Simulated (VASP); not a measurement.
# SiC (Imm2) in VASP: a series of runs, part 2 of 2

VASP 6.6.1. Earlier steps stand in the parts before.

### 5 Single point, PBEsol

INCAR

```
SYSTEM = SiC
ALGO = Normal
EDIFF = 1E-6
ENCUT = 520
GGA = PS
ISIF = 2
ISMEAR = 0
LASPH = .True.
LCHARG = .True.
LELF = .True.
LREAL = .False.
LVHAR = .True.
LWAVE = .False.
NBANDS = 11
NELM = 60
PREC = Accurate
SIGMA = 0.05
```

KPOINTS

```
k-points
0
Gamma
  10 10 10
  0 0 0
```

POSCAR

```
SiC
1.0
    0.0000000000      2.2328493244      2.2328493244
    2.2328493244      0.0000000000      2.2328493244
    2.2328493244      2.2328493244      0.0000000000
Si C
1 1
Direct
    0.0047117304     -0.0047117304      0.0047117304
    0.7389826870      0.7610173130      0.7389826870
```

Potentials or basis: VASP PAW PBE potentials, release 64 (Si, C).

The run is started by

```
$ cat potpaw_PBE.64/Si/POTCAR potpaw_PBE.64/C/POTCAR > POTCAR
$ mpirun -np 1 vasp_std > vasp.out
```

OUTCAR:

```text
SYSTEM = SiC
   EDIFF = 1E-6
   ENCUT = 520
   GGA = PS
   ISIF = 2
   ISMEAR = 0
   LASPH = .True.
   LREAL = .False.
   NELM = 60
   PREC = Accurate

 ion  position               nearest neighbor table
   1  0.005  0.995  0.005-   2 1.89   2 1.89   2 1.98   2 1.98
   2  0.739  0.761  0.739-   1 1.89   1 1.89   1 1.98   1 1.98

  LATTYP: Found a face centered cubic cell.
 ALAT       =     4.4656986488

  Lattice vectors:

 A1 = (   0.0000000000,   2.2328493244,   2.2328493244)
 A2 = (   2.2328493244,   0.0000000000,   2.2328493244)
 A3 = (   2.2328493244,   2.2328493244,   0.0000000000)

Analysis of symmetry for initial positions (statically):
=====================================================================
 Subroutine PRICEL returns:
 Original cell was already a primitive cell.

 Routine SETGRP: Setting up the symmetry group for a
 face centered cubic supercell.

 Subroutine GETGRP returns: Found  4 space group operations
 (whereof  4 operations were pure point group operations)
 out of a pool of 48 trial point group operations.

The static configuration has the point symmetry C_2v.

Analysis of symmetry for dynamics (positions and initial velocities):
=====================================================================
 Subroutine PRICEL returns:
 Original cell was already a primitive cell.

 Routine SETGRP: Setting up the symmetry group for a
 face centered cubic supercell.

 Subroutine GETGRP returns: Found  4 space group operations
 (whereof  4 operations were pure point group operations)
 out of a pool of 48 trial point group operations.

The dynamic configuration has the point symmetry C_2v.

 Subroutine INISYM returns: Found  4 space group operations
 (whereof  4 operations are pure point group operations),
 and found     1 'primitive' translations

----------------------------------------------------------------------------------------

                                     Primitive cell

  volume of cell :      22.2643

  direct lattice vectors                    reciprocal lattice vectors
     0.000000000  2.232849324  2.232849324    -0.223929127  0.223929127  0.223929127
     2.232849324  0.000000000  2.232849324     0.223929127 -0.223929127  0.223929127
     2.232849324  2.232849324  0.000000000     0.223929127  0.223929127 -0.223929127

  length of vectors
     3.157725797  3.157725797  3.157725797     0.387856625  0.387856625  0.387856625

  position of ions in fractional coordinates (direct lattice)
     0.004711730  0.995288270  0.004711730
     0.738982687  0.761017313  0.738982687

  ion indices of the primitive-cell ions
   primitive index   ion index
                 1           1
                 2           2

----------------------------------------------------------------------------------------

 KPOINTS: k-points

Automatic generation of k-mesh.
 Grid dimensions read from file:
 generate k-points for:   10   10   10

 Generating k-lattice:

  Cartesian coordinates                     Fractional coordinates (reciprocal lattice)
    -0.022392913  0.022392913  0.022392913     0.100000000  0.000000000  0.000000000
     0.022392913 -0.022392913  0.022392913     0.000000000  0.100000000  0.000000000
     0.022392913  0.022392913 -0.022392913     0.000000000  0.000000000  0.100000000

  Length of vectors
     0.038785663  0.038785663  0.038785663

  Shift w.r.t. Gamma in fractional coordinates (k-lattice)
     0.000000000  0.000000000  0.000000000

 Subroutine IBZKPT returns following result:
 ===========================================

 Found    171 irreducible k-points:

 Following reciprocal coordinates:
            Coordinates               Weight
  0.000000  0.000000  0.000000      1.000000
  0.100000  0.000000  0.000000      4.000000
  0.000000  0.100000  0.000000      4.000000
  0.200000  0.000000  0.000000      4.000000
  0.000000  0.200000  0.000000      4.000000
  0.300000  0.000000  0.000000      4.000000
[... 16 lines left out ...]
  0.000000  0.400000  0.100000      8.000000
  0.100000  0.000000  0.400000      4.000000
 [... further k-points ...]
   k-points           NKPTS =    171   k-points in BZ     NKDIM =    171   number of bands    NBANDS=     11
   number of dos      NEDOS =    301   number of ions     NIONS =      2
   total plane-waves  NPLWV =  13824
   dimension x,y,z NGX =    24 NGY =   24 NGZ =   24
   dimension x,y,z NGXF=    48 NGYF=   48 NGZF=   48
   ions per type =               1   1
   NGX,Y,Z   is equivalent  to a cutoff of  12.64, 12.64, 12.64 a.u.
   NGXF,Y,Z  is equivalent  to a cutoff of  25.27, 25.27, 25.27 a.u.
 SYSTEM =  SiC
   PREC   = accura    normal or accurate (medium, high low for compatibility)
   ISTART =      0    job   : 0-new  1-cont  2-samecut
   ICHARG =      2    charge: 1-file 2-atom 10-const
   ISPIN  =      1    spin polarized calculation?
   LNONCOLLINEAR =      F non collinear calculations
   LSORBIT =      F    spin-orbit coupling
   LASPH  =      T    aspherical Exc in radial PAW
   ENCUT  =  520.0 eV  38.22 Ry    6.18 a.u.   5.87  5.87  5.87*2*pi/ulx,y,z
   NELM   =     60;   NELMIN=  2; NELMDL= -5     # of ELM steps
   EDIFF  = 0.1E-05   stopping-criterion for ELM
   LREAL  =      F    real-space projection
   EDIFFG = 0.1E-04   stopping-criterion for IOM
   NSW    =      0    number of steps for IOM
   IBRION =     -1    ionic relax: 0-MD 1-quasi-New 2-CG
   NFREE  =      0    steps in history (QN), initial steepest desc. (CG)
   ISIF   =      2    stress and relaxation
   ISYM   =      2    0-nonsym 1-usesym 2-fastsym
   POTIM  = 0.5000    time-step for ionic-motion
   TEBEG  =    0.0;   TEEND  =   0.0 temperature during run
   PSTRESS=    0.0 pullay stress
   NELECT =       8.0000    total number of electrons
   NUPDOWN=      -1.0000    fix difference up-down
   EMIN   =  10.00;   EMAX   =-10.00  energy-range for DOS
   EFERMI =   0.00;   METHOD = LEGACY
   ISMEAR =     0;   SIGMA  =   0.05  broadening in eV -4-tet -1-fermi 0-gaus
   EFERMI_NEDOS =   21; number of points for ismear=-14 and -15
   IALGO  =     38    algorithm
   IMIX   =      4    mixing-type and parameters
     AMIX     =   0.40;   BMIX     =  1.00
     AMIX_MAG =   1.60;   BMIX_MAG =  1.00
  volume/ion in A,a.u.               =      11.13        75.12
  Fermi-wavevector in a.u.,A,eV,Ry     =   1.163864  2.199383 18.430158  1.354578
  Thomas-Fermi vector in A             =   2.300408
   LORBIT       =      0    0 simple, 1 ext, 2 COOP (PROOUT), +10 PAW based schemes
   GGA     = PS    functional components
   LHFCALC =     F    Hartree Fock is set to
   AEXX    =    0.0000 exact exchange contribution
   IVDW    =     0    specifies the selected vdW correction
   LEPSILON=     F    determine dielectric tensor
   LRPA    =     F    only Hartree local field effects (RPA)
 non-spin polarized calculation
 Gauss-broadening in eV      SIGMA  =   0.05
  energy-cutoff  :      520.00
  volume of cell :       22.26
 maximum number of plane-waves:       612
   NGX = 11   NGY = 11   NGZ = 11

 number of electron       8.0000000 magnetization

 Free energy of the ion-electron system (eV)
  ---------------------------------------------------
  ext. energy  EPLUGINS =         0.00000000
  ---------------------------------------------------
  free energy    TOTEN  =       -15.80378133 eV

  energy without entropy =      -15.80378133  energy(sigma->0) =      -15.80378133

 E-fermi :   7.8745     XC(G=0): -11.1924

 val. band max:        7.5635257197   @ k =   0.0000   0.0000   0.0000
 cond. band min:       8.5370358093   @ k =   0.5000   0.5000   0.0000
 fundamental gap:      0.9735100897
 Fermi energy:         7.8744952513

 k-point     1 :       0.0000    0.0000    0.0000
  band No.  band energies     occupation
      1      -7.6088      2.00000
      2       6.9129      2.00000
      3       7.2637      2.00000
      4       7.5635      2.00000
      5      12.5793      0.00000
      6      13.8803      0.00000
      7      14.0038      0.00000
      8      14.1779      0.00000
      9      21.2801      0.00000
     10      21.2842      0.00000
     11      22.3973      0.00000
[... 309 lines left out ...]
 k-point    24 :       0.1000    0.0000    0.4000
  band No.  band energies     occupation
      1      -5.1276      2.00000
      2       0.6185      2.00000
      3       5.6869      2.00000
      4       6.1291      2.00000
      5      12.4108      0.00000
      6      14.1140      0.00000
      7      14.9364      0.00000
      8      16.5990      0.00000
      9      20.0402      0.00000
     10      22.8696      0.00000
     11      23.0453      0.00000

 [... further k-points ...]

------------------------ aborting loop because EDIFF is reached ----------------------------------------

  FORCE on cell =-STRESS in cart. coord.  units (eV):
  Direction    XX          YY          ZZ          XY          YZ          ZX
  --------------------------------------------------------------------------------------
  -------------------------------------------------------------------------------------
  Total       -1.8392831     -1.9241055     -1.8392831      0.0000000      0.0000000     -0.3480096
  in kB     -132.3582218   -138.4621971   -132.3582218      0.0000000      0.0000000    -25.0434156
  external PRESSURE =    -134.3928803 kB  Pullay stress =       0.0000000 kB

 VOLUME and BASIS-vectors are now :
 -----------------------------------------------------------------------------
  energy-cutoff  :      520.00
  volume of cell :       22.26
      direct lattice vectors                 reciprocal lattice vectors
     0.000000000  2.232849324  2.232849324    -0.223929127  0.223929127  0.223929127
     2.232849324  0.000000000  2.232849324     0.223929127 -0.223929127  0.223929127
     2.232849324  2.232849324  0.000000000     0.223929127  0.223929127 -0.223929127

 POSITION                                       TOTAL-FORCE (eV/Angst)
 -----------------------------------------------------------------------------------
      2.23285      0.02104      2.23285         0.000000     -1.134190      0.000000
      3.34927      3.30007      3.34927        -0.000000      1.134190     -0.000000
 -----------------------------------------------------------------------------------
    total drift:                               -0.000000      0.000111     -0.000000

  FREE ENERGIE OF THE ION-ELECTRON SYSTEM (eV)
  ---------------------------------------------------
  free  energy   TOTEN  =       -15.8037813277 eV

  energy  without entropy=      -15.8037813277  energy(sigma->0) =      -15.80378133
```

OSZICAR:

```text
N       E                     dE             d eps       ncg     rms          rms(c)
DAV:   1     0.310997334652E+01    0.31100E+01   -0.38820E+03  3898   0.608E+02
DAV:   2    -0.167726228327E+02   -0.19883E+02   -0.19028E+02  4741   0.108E+02
DAV:   3    -0.174173745468E+02   -0.64475E+00   -0.64359E+00  4621   0.165E+01
DAV:   4    -0.174199496329E+02   -0.25751E-02   -0.25749E-02  4294   0.132E+00
DAV:   5    -0.174199617273E+02   -0.12094E-04   -0.12094E-04  4608   0.853E-02    0.804E+00
DAV:   6    -0.158635557198E+02    0.15564E+01   -0.59397E+00  4227   0.105E+01    0.356E+00
DAV:   7    -0.158182308675E+02    0.45325E-01   -0.29362E-01  4506   0.312E+00    0.165E+00
DAV:   8    -0.158039715022E+02    0.14259E-01   -0.19601E-02  4320   0.891E-01    0.161E-01
DAV:   9    -0.158037284893E+02    0.24301E-03   -0.18728E-03  4773   0.222E-01    0.106E-01
DAV:  10    -0.158037808659E+02   -0.52377E-04   -0.14764E-04  4254   0.756E-02    0.247E-02
DAV:  11    -0.158037811611E+02   -0.29523E-06   -0.17160E-05  4530   0.216E-02    0.567E-03
DAV:  12    -0.158037813277E+02   -0.16659E-06   -0.86600E-07  2565   0.571E-03
   1 F= -.15803781E+02 E0= -.15803781E+02  d E =-.448258E-21
```

stdout:

```text
POSCAR found type information on POSCAR SiC
 POSCAR found :  2 types and       2 ions
 scaLAPACK will be used
 -----------------------------------------------------------------------------
|                                                                             |
|                                                                             |
|     You enforced a specific xc type in the INCAR file but a different       |
|     I HOPE YOU KNOW WHAT YOU ARE DOING!                                     |
|                                                                             |
 -----------------------------------------------------------------------------

 LDA part: xc-table for (Slater+PW92), standard interpolation
 POSCAR, INCAR and KPOINTS ok, starting setup
 FFT: planning ... GRIDC
 FFT: planning ... GRID_SOFT
 FFT: planning ... GRID
 WAVECAR not read
 entering main loop
```

Run time: 39 s. Hardware: 1 thread of Intel Xeon 8259CL, shared host; peak memory 0.16 GiB.

Results:

- Free energy: -15.8038 eV
- Pressure: -13.4 GPa
- Largest force: 1.134 eV/Å
- Band gap on the k mesh: 0.97 eV, indirect (least direct gap 4.19 eV)

Forces in eV/Å, atoms in the order of the input:
```
Si   0.000 -1.134  0.000
C    0.000  1.134  0.000
```

Caveat: the PAW data sets were made with another functional, which shifts forces and pressure a little.

### 6 Single point, PBEsol

INCAR

```
PREC     = Accurate       # precision mode
ENCUT    = 520            # plane-wave cutoff, eV
EDIFF    = 1E-6           # SCF threshold, eV
ISMEAR   = 0              # smearing method
SIGMA    = 0.05           # smearing width, eV
LREAL    = F              # projectors in reciprocal space
LASPH    = T              # aspherical terms in the spheres
NELM     = 80             # most SCF steps
ALGO     = Normal         # electronic algorithm
ISIF     = 2              # what is computed and relaxed
LWAVE    = F              # write WAVECAR
LCHARG   = F              # write CHGCAR
GGA      = PS             # functional
NBANDS   = 11             # bands
```

KPOINTS

```
regular mesh
0
Gamma
  10 10 10
```

POSCAR

```
SiC
1.0
    0.0000000000      2.2328493244      2.2328493244
    2.2328493244      0.0000000000      2.2328493244
    2.2328493244      2.2328493244      0.0000000000
Si C
1 1
Direct
    0.0023558652     -0.0023558652      0.0023558652
    0.7444913435      0.7555086565      0.7444913435
```

Potentials or basis: VASP PAW PBE potentials, release 64 (Si, C).

The run is started by

```
$ cat potpaw_PBE.64/Si/POTCAR potpaw_PBE.64/C/POTCAR > POTCAR
$ mpirun -np 1 vasp_std > vasp.out
```

It took 50 s on 1 thread of Intel Xeon 8259CL, shared host; peak memory 0.16 GiB.

The run converged. Its results:

```yaml
Free_energy: -15.8337 eV
Pressure: -13.8 GPa
Largest_force: 0.570 eV/Å
Band_gap_on_the_k_mesh: 1.13 eV, indirect (least direct gap 4.28 eV)
```

Forces in eV/Å, atoms in the order of the input:
```
Si   0.000 -0.570  0.000
C    0.000  0.570  0.000
```

Stress tensor (GPa, compression positive):
```
-13.73   0.00  -1.25
  0.00 -13.88   0.00
 -1.25   0.00 -13.73
```

Levels at points of the mesh, in eV from the valence-band top:
```
           k point  band 2  band 3  band 4  band 5  band 6  band 7
(0.00, 0.00, 0.00)   -0.33   -0.16    0.00    5.18    6.53    6.60
(0.50, 0.00, 0.00)   -8.44   -1.27   -1.06    4.57    6.59    6.86
(0.00, 0.50, 0.00)   -8.29   -1.34   -1.12    4.56    6.52    6.79
(0.50, 0.50, 0.00)   -7.77   -3.22   -3.22    1.13    3.79   12.96
(0.50, 0.00, 0.50)   -7.76   -3.31   -3.14    1.13    3.80   12.95
```

Caveat: the PAW data sets were made with another functional, which shifts forces and pressure a little. Expect the measured gap to be larger: semilocal functionals such as PBEsol lack the derivative discontinuity.
